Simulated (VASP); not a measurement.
# Y3NbO (P6/mmm) in VASP: a series of runs

The runs below take Y3NbO through single point, relaxation of cell and atoms, with PBE.

All numbers are computed with VASP 6.6.1; they aren't measurements. Logs are shortened: lines on timing, memory, paths and dates and some standing lists are left out, and cuts for length are marked.

### 1 The cell of the first run

The structure is hexagonal, space group P6/mmm (No. 191). The conventional cell has a = 6.634 Å, b = 6.634 Å, c = 3.834 Å, α = 90.00°, β = 90.00°, γ = 120.00°. Within 4.4 Å of Y (site symmetry mmm) lie 6 Y at 3.32 to 3.83 Å and 2 Nb at 3.32 Å and 4 O at 3.83 Å. Within 2.5 Å of Nb (site symmetry 6/mmm) lie 2 O at 1.92 Å. Within 2.5 Å of O (site symmetry 6/mmm) lie 2 Nb at 1.92 Å.

The cell was generated, and may not be a known phase.

### 2 Single point, PBE

INCAR

```
SYSTEM = Y3NbO
ALGO = Normal
EDIFF = 1E-6
ENCUT = 520
GGA = PE
ISIF = 2
ISMEAR = 0
LASPH = .TRUE.
LCHARG = .FALSE.
LREAL = .FALSE.
LWAVE = .FALSE.
NBANDS = 34
NELM = 60
PREC = Accurate
SIGMA = 0.1
```

KPOINTS

```
k-points
0
G
  6 6 4
  0 0 0
```

POSCAR

```
Y3NbO
1.0
    6.6337957582      0.0000000000      0.0000000000
   -3.3168978791      5.7450356501      0.0000000000
    0.0000000000      0.0000000000      3.8335262376
Y Nb O
3 1 1
Direct
    0.5000000000      0.0000000000      0.5000000000
    0.0000000000      0.5000000000      0.5000000000
    0.5000000000      0.5000000000      0.5000000000
    0.0000000000      0.0000000000      0.5000000000
    0.0000000000      0.0000000000      0.0000000000
```

Potentials or basis: VASP PAW PBE potentials, release 64 (Y_sv, Nb_sv, O).

Launch:

```
cat potpaw_PBE.64/Y_sv/POTCAR potpaw_PBE.64/Nb_sv/POTCAR potpaw_PBE.64/O/POTCAR > POTCAR
mpirun -np 1 vasp_std > vasp.out
```

OUTCAR:

```text
SYSTEM = Y3NbO
   EDIFF = 1E-6
   ENCUT = 520
   GGA = PE
   ISIF = 2
   ISMEAR = 0
   LASPH = .TRUE.
   LREAL = .FALSE.
   NELM = 60
   PREC = Accurate

 ion  position               nearest neighbor table
   1  0.500  0.000  0.500-   2 3.32   3 3.32   3 3.32   2 3.32   4 3.32   4 3.32
   2  0.000  0.500  0.500-   1 3.32   4 3.32   4 3.32   1 3.32   3 3.32   3 3.32
   3  0.500  0.500  0.500-   1 3.32   4 3.32   1 3.32   4 3.32   2 3.32   2 3.32
   4  0.000  0.000  0.500-   5 1.92   5 1.92   2 3.32   3 3.32   2 3.32   3 3.32   1 3.32   1 3.32

   5  0.000  0.000  0.000-   4 1.92   4 1.92

  LATTYP: Found a hexagonal cell.
 ALAT       =     6.6337957582
 C/A-ratio  =     0.5778782431

  Lattice vectors:

 A1 = (   6.6337957582,   0.0000000000,   0.0000000000)
 A2 = (  -3.3168978791,   5.7450356501,   0.0000000000)
 A3 = (   0.0000000000,   0.0000000000,   3.8335262376)

Analysis of symmetry for initial positions (statically):
=====================================================================
 Subroutine PRICEL returns:
 Original cell was already a primitive cell.

 Routine SETGRP: Setting up the symmetry group for a
 hexagonal supercell.

 Subroutine GETGRP returns: Found 24 space group operations
 (whereof 24 operations were pure point group operations)
 out of a pool of 24 trial point group operations.

The static configuration has the point symmetry D_6h.

Analysis of symmetry for dynamics (positions and initial velocities):
=====================================================================
 Subroutine PRICEL returns:
 Original cell was already a primitive cell.

 Routine SETGRP: Setting up the symmetry group for a
 hexagonal supercell.

 Subroutine GETGRP returns: Found 24 space group operations
 (whereof 24 operations were pure point group operations)
 out of a pool of 24 trial point group operations.

The dynamic configuration has the point symmetry D_6h.

 Subroutine INISYM returns: Found 24 space group operations
 (whereof 24 operations are pure point group operations),
 and found     1 'primitive' translations

----------------------------------------------------------------------------------------

                                     Primitive cell

  volume of cell :     146.1010

  direct lattice vectors                    reciprocal lattice vectors
     6.633795758  0.000000000  0.000000000     0.150743260  0.087031662  0.000000000
    -3.316897879  5.745035650  0.000000000     0.000000000  0.174063324  0.000000000
     0.000000000  0.000000000  3.833526238     0.000000000  0.000000000  0.260856438

  length of vectors
     6.633795758  6.633795758  3.833526238     0.174063324  0.174063324  0.260856438

  position of ions in fractional coordinates (direct lattice)
     0.500000000  0.000000000  0.500000000
     0.000000000  0.500000000  0.500000000
     0.500000000  0.500000000  0.500000000
     0.000000000  0.000000000  0.500000000
     0.000000000  0.000000000  0.000000000

  ion indices of the primitive-cell ions
   primitive index   ion index
                 1           1
                 2           2
                 3           3
                 4           4
                 5           5

----------------------------------------------------------------------------------------

 KPOINTS: k-points

Automatic generation of k-mesh.
 Grid dimensions read from file:
 generate k-points for:    6    6    4

 Generating k-lattice:

  Cartesian coordinates                     Fractional coordinates (reciprocal lattice)
     0.025123877  0.014505277  0.000000000     0.166666667  0.000000000  0.000000000
     0.000000000  0.029010554  0.000000000     0.000000000  0.166666667  0.000000000
     0.000000000  0.000000000  0.065214110     0.000000000  0.000000000  0.250000000

  Length of vectors
     0.029010554  0.029010554  0.065214110

  Shift w.r.t. Gamma in fractional coordinates (k-lattice)
     0.000000000  0.000000000  0.000000000

 Subroutine IBZKPT returns following result:
 ===========================================

 Found     21 irreducible k-points:

 Following reciprocal coordinates:
            Coordinates               Weight
  0.000000  0.000000  0.000000      1.000000
  0.166667  0.000000  0.000000      6.000000
  0.333333  0.000000  0.000000      6.000000
  0.500000  0.000000  0.000000      3.000000
  0.166667  0.166667  0.000000      6.000000
  0.333333  0.166667  0.000000     12.000000
[... 13 lines left out ...]
  0.333333  0.166667  0.500000     12.000000
  0.333333  0.333333  0.500000      2.000000
   k-points           NKPTS =     21   k-points in BZ     NKDIM =     21   number of bands    NBANDS=     34
   number of dos      NEDOS =    301   number of ions     NIONS =      5
   total plane-waves  NPLWV =  75000
   dimension x,y,z NGX =    50 NGY =   50 NGZ =   30
   dimension x,y,z NGXF=   100 NGYF=  100 NGZF=   60
   ions per type =               3   1   1
   NGX,Y,Z   is equivalent  to a cutoff of  12.53, 12.53, 13.01 a.u.
   NGXF,Y,Z  is equivalent  to a cutoff of  25.06, 25.06, 26.02 a.u.
 SYSTEM =  Y3NbO
   PREC   = accura    normal or accurate (medium, high low for compatibility)
   ISTART =      0    job   : 0-new  1-cont  2-samecut
   ICHARG =      2    charge: 1-file 2-atom 10-const
   ISPIN  =      1    spin polarized calculation?
   LNONCOLLINEAR =      F non collinear calculations
   LSORBIT =      F    spin-orbit coupling
   LASPH  =      T    aspherical Exc in radial PAW
   ENCUT  =  520.0 eV  38.22 Ry    6.18 a.u.  12.33 12.33  7.13*2*pi/ulx,y,z
   NELM   =     60;   NELMIN=  2; NELMDL= -5     # of ELM steps
   EDIFF  = 0.1E-05   stopping-criterion for ELM
   LREAL  =      F    real-space projection
[... 7 lines left out ...]
   TEBEG  =    0.0;   TEEND  =   0.0 temperature during run
   PSTRESS=    0.0 pullay stress
   NELECT =      52.0000    total number of electrons
   NUPDOWN=      -1.0000    fix difference up-down
   EMIN   =  10.00;   EMAX   =-10.00  energy-range for DOS
   EFERMI =   0.00;   METHOD = LEGACY
   ISMEAR =     0;   SIGMA  =   0.10  broadening in eV -4-tet -1-fermi 0-gaus
   EFERMI_NEDOS =   21; number of points for ismear=-14 and -15
   IALGO  =     38    algorithm
   IMIX   =      4    mixing-type and parameters
     AMIX     =   0.40;   BMIX     =  1.00
     AMIX_MAG =   1.60;   BMIX_MAG =  1.00
  volume/ion in A,a.u.               =      29.22       197.19
  Fermi-wavevector in a.u.,A,eV,Ry     =   1.160179  2.192420 18.313638  1.346014
  Thomas-Fermi vector in A             =   2.296764
   LORBIT       =      0    0 simple, 1 ext, 2 COOP (PROOUT), +10 PAW based schemes
   GGA     = PE    functional components
   LHFCALC =     F    Hartree Fock is set to
   AEXX    =    0.0000 exact exchange contribution
   IVDW    =     0    specifies the selected vdW correction
   LEPSILON=     F    determine dielectric tensor
   LRPA    =     F    only Hartree local field effects (RPA)
 non-spin polarized calculation
 Gauss-broadening in eV      SIGMA  =   0.10
  energy-cutoff  :      520.00
  volume of cell :      146.10
 maximum number of plane-waves:      3974
 NGX is ok and might be reduce to    50
   NGX = 25   NGY = 25   NGZ = 15

 number of electron      52.0000001 magnetization

 Free energy of the ion-electron system (eV)
  ---------------------------------------------------
  ext. energy  EPLUGINS =         0.00000000
  ---------------------------------------------------
  free energy    TOTEN  =       -34.67938692 eV

  energy without entropy =      -34.63818950  energy(sigma->0) =      -34.65878821

 E-fermi :   3.4396     XC(G=0):  -9.2162

 val. band max:        3.4393141571   @ k =   0.1667   0.1667   0.5000
 cond. band min:       3.4539431440   @ k =   0.3333   0.0000   0.2500
 fundamental gap:      0.0146289869
 Fermi energy:         3.4395897749

 k-point     1 :       0.0000    0.0000    0.0000
  band No.  band energies     occupation
      1     -51.9310      2.00000
      2     -39.6509      2.00000
      3     -39.5695      2.00000
      4     -39.5695      2.00000
      5     -28.5687      2.00000
      6     -27.8015      2.00000
[... 26 lines left out ...]
     33       4.7244      0.00000
     34       5.4617      0.00000

 k-point     2 :       0.1667    0.0000    0.0000
  band No.  band energies     occupation
      1     -51.9310      2.00000
      2     -39.6462      2.00000
      3     -39.5744      2.00000
      4     -39.5695      2.00000
      5     -28.5687      2.00000
      6     -27.8012      2.00000
[... 26 lines left out ...]
     33       4.8198      0.00000
     34       5.1247      0.00000

 k-point     3 :       0.3333    0.0000    0.0000
  band No.  band energies     occupation
      1     -51.9310      2.00000
      2     -39.6340      2.00000
      3     -39.5869      2.00000
      4     -39.5695      2.00000
      5     -28.5687      2.00000
      6     -27.8006      2.00000
[... 26 lines left out ...]
     33       4.6159      0.00000
     34       4.9868      0.00000

 k-point     4 :       0.5000    0.0000    0.0000
  band No.  band energies     occupation
      1     -51.9310      2.00000
      2     -39.6242      2.00000
      3     -39.5968      2.00000
      4     -39.5696      2.00000
      5     -28.5687      2.00000
      6     -27.8003      2.00000
[... 26 lines left out ...]
     33       4.4369      0.00000
     34       5.1344      0.00000

 k-point     5 :       0.1667    0.1667    0.0000
  band No.  band energies     occupation
      1     -51.9310      2.00000
      2     -39.6376      2.00000
      3     -39.5832      2.00000
      4     -39.5695      2.00000
      5     -28.5687      2.00000
      6     -27.8006      2.00000
[... 510 lines left out ...]
 k-point    19 :       0.1667    0.1667    0.5000
  band No.  band energies     occupation
      1     -51.9254      2.00000
      2     -39.6286      2.00000
      3     -39.5747      2.00000
      4     -39.5611      2.00000
      5     -28.8519      2.00000
      6     -27.7901      2.00000
[... 26 lines left out ...]
     33       5.5723      0.00000
     34       5.6027      0.00000

 k-point    20 :       0.3333    0.1667    0.5000
  band No.  band energies     occupation
      1     -51.9254      2.00000
      2     -39.6153      2.00000
      3     -39.5883      2.00000
      4     -39.5611      2.00000
      5     -28.8519      2.00000
      6     -27.7894      2.00000
[... 26 lines left out ...]
     33       4.8840      0.00000
     34       6.1680      0.00000

 k-point    21 :       0.3333    0.3333    0.5000
  band No.  band energies     occupation
      1     -51.9254      2.00000
      2     -39.6018      2.00000
      3     -39.6018      2.00000
      4     -39.5611      2.00000
      5     -28.8519      2.00000
      6     -27.7883      2.00000
[... 26 lines left out ...]
     33       4.5810      0.00000
     34       6.1676      0.00000

------------------------ aborting loop because EDIFF is reached ----------------------------------------

  FORCE on cell =-STRESS in cart. coord.  units (eV):
  Direction    XX          YY          ZZ          XY          YZ          ZX
  --------------------------------------------------------------------------------------
  -------------------------------------------------------------------------------------
  Total        0.0871940      0.0871940     -0.1598797      0.0000000      0.0000000      0.0000000
  in kB        0.9561895      0.9561895     -1.7532770      0.0000000      0.0000000      0.0000000
  external PRESSURE =       0.0530340 kB  Pullay stress =       0.0000000 kB

 VOLUME and BASIS-vectors are now :
 -----------------------------------------------------------------------------
  energy-cutoff  :      520.00
  volume of cell :      146.10
      direct lattice vectors                 reciprocal lattice vectors
     6.633795758  0.000000000  0.000000000     0.150743260  0.087031662  0.000000000
    -3.316897879  5.745035650  0.000000000     0.000000000  0.174063324  0.000000000
     0.000000000  0.000000000  3.833526238     0.000000000  0.000000000  0.260856438

 POSITION                                       TOTAL-FORCE (eV/Angst)
 -----------------------------------------------------------------------------------
      3.31690      0.00000      1.91676        -0.000000      0.000000      0.000000
     -1.65845      2.87252      1.91676         0.000000      0.000000      0.000000
      1.65845      2.87252      1.91676         0.000000      0.000000      0.000000
      0.00000      0.00000      1.91676         0.000000      0.000000      0.000000
      0.00000      0.00000      0.00000         0.000000      0.000000      0.000000
 -----------------------------------------------------------------------------------
    total drift:                                0.000000      0.000000      0.000000

  FREE ENERGIE OF THE ION-ELECTRON SYSTEM (eV)
  ---------------------------------------------------
  free  energy   TOTEN  =       -34.6793869176 eV

  energy  without entropy=      -34.6381894974  energy(sigma->0) =      -34.65878821
```

Run time: 1.8 min. Hardware: 1 thread of Intel Xeon Platinum 8488C (Sapphire Rapids), shared host; peak memory 0.32 GiB.

What came out:

```yaml
Free_energy: -34.6794 eV
Pressure: 0.0 GPa
Band_gap_on_the_k_mesh: zero (bands 26 and 27 overlap by 0.54 eV)
```

Stress tensor (GPa, compression positive):
```
 0.10  0.00  0.00
 0.00  0.10  0.00
 0.00  0.00 -0.18
```

Caveat: the k points lie up to 0.41 Å⁻¹ apart, too coarse for converged energies and pressures of a metal.

### 3 Relaxation of cell and atoms, PBE

This run uses another cell than the first one, of 21.76 Å³/atom.

INCAR

```
PREC = Accurate ; ENCUT = 600
EDIFF = 1E-7 ; ISMEAR = 0
SIGMA = 0.1 ; LREAL = F
LASPH = T ; NELM = 80
ALGO = Normal ; ISIF = 3
LWAVE = F ; LCHARG = F
GGA = PE ; IBRION = 2
NSW = 90 ; EDIFFG = -0.04
```

KPOINTS

```
Automatic mesh
0
Gamma
  6 6 4
```

POSCAR, as its differences from that of step 2:

```diff
@@ -2,5 +2,5 @@
 1.0
-    6.6337957582      0.0000000000      0.0000000000
-   -3.3168978791      5.7450356501      0.0000000000
-    0.0000000000      0.0000000000      3.8335262376
+    5.4692895000      0.0000000000      0.0000000000
+   -2.7346447500      4.7365436500      0.0000000000
+    0.0000000000      0.0000000000      4.1994789900
 Y Nb O
```

Potentials or basis: VASP PAW PBE potentials, release 64 (Y_sv, Nb_sv, O).

Launch:

```
cat potpaw_PBE.64/Y_sv/POTCAR potpaw_PBE.64/Nb_sv/POTCAR potpaw_PBE.64/O/POTCAR > POTCAR
mpirun -np 1 vasp_std > vasp.out
```

Run time: 9.3 min. Hardware: 1 thread of Intel Xeon Platinum 8488C (Sapphire Rapids), shared host; peak memory 0.37 GiB.

The run converged. Its results:

```yaml
Free_energy: -34.6447 eV
Relaxed_volume: 29.09 Å³/atom
Relaxed_cell: a = 6.622 Å, b = 6.622 Å, c = 3.831 Å, α = 90.00°, β = 90.00°, γ = 120.00°
Space_group_after_relaxing_to_0.1_Å: P6/mmm (No. 191)
Energy_gained_by_relaxing: 1029.3 meV/atom
Ionic_steps: 7
Pressure_after_relaxing: 0.0 GPa
Band_gap_on_the_k_mesh: zero (bands 26 and 27 overlap by 0.54 eV)
```

The path:
| step | energy change (eV) | largest force (eV/Å) | pressure (GPa) | volume (Å³) |
| --- | --- | --- | --- | --- |
| 1 | 0.0000 | 0.0000 | 19.61 | 108.79 |
| 2 | -5.0867 | 0.0000 | -1.29 | 151.49 |
| 3 | -5.1429 | 0.0000 | -0.59 | 146.50 |
| 4 | -5.1423 | 0.0000 | -0.72 | 147.26 |
| 5 | -5.1412 | 0.0000 | 0.33 | 145.34 |
| 6 | -5.1447 | 0.0000 | -0.25 | 146.38 |
| 7 | -5.1465 | 0.0000 | -0.03 | 145.47 |

Final structure:
```yaml
crystal:
  lattice:
    - [6.62180, 0.00000, 0.00000]
    - [-3.31090, 5.73464, 0.00000]
    - [0.00000, 0.00000, 3.83094]
  atoms:
    - { symbol: Y, position: [0.50000, 0.00000, 0.50000] }
    - { symbol: Y, position: [0.00000, 0.50000, 0.50000] }
    - { symbol: Y, position: [0.50000, 0.50000, 0.50000] }
    - { symbol: Nb, position: [0.00000, 0.00000, 0.50000] }
    - { symbol: O, position: [0.00000, 0.00000, 0.00000] }
```

Levels at points of the mesh, in eV from the Fermi level:
| k point | band 22 | band 23 | band 24 | band 25 | band 26 | band 27 | band 28 | band 29 | band 30 | band 31 |
| --- | --- | --- | --- | --- | --- | --- | --- | --- | --- | --- |
| (0.00, 0.00, 0.00) | -2.04 | -2.04 | -1.97 | -0.49 | -0.02 | -0.02 | 0.45 | 0.45 | 1.06 | 1.29 |
| (0.50, 0.00, 0.00) | -2.48 | -0.96 | -0.76 | -0.40 | -0.26 | -0.12 | 0.11 | 0.13 | 0.34 | 0.82 |
| (0.00, 0.00, 0.50) | -1.54 | -1.54 | -1.39 | -1.31 | -0.30 | 0.32 | 0.32 | 1.43 | 1.43 | 3.03 |
| (0.50, 0.00, 0.50) | -1.33 | -0.94 | -0.37 | -0.34 | -0.34 | -0.14 | 0.25 | 0.68 | 0.93 | 0.96 |

Caveat: the k points lie up to 0.41 Å⁻¹ apart in the final cell, too coarse for converged energies and pressures of a metal; the volume moved by over 15 % at a fixed basis, so the end points are rough.
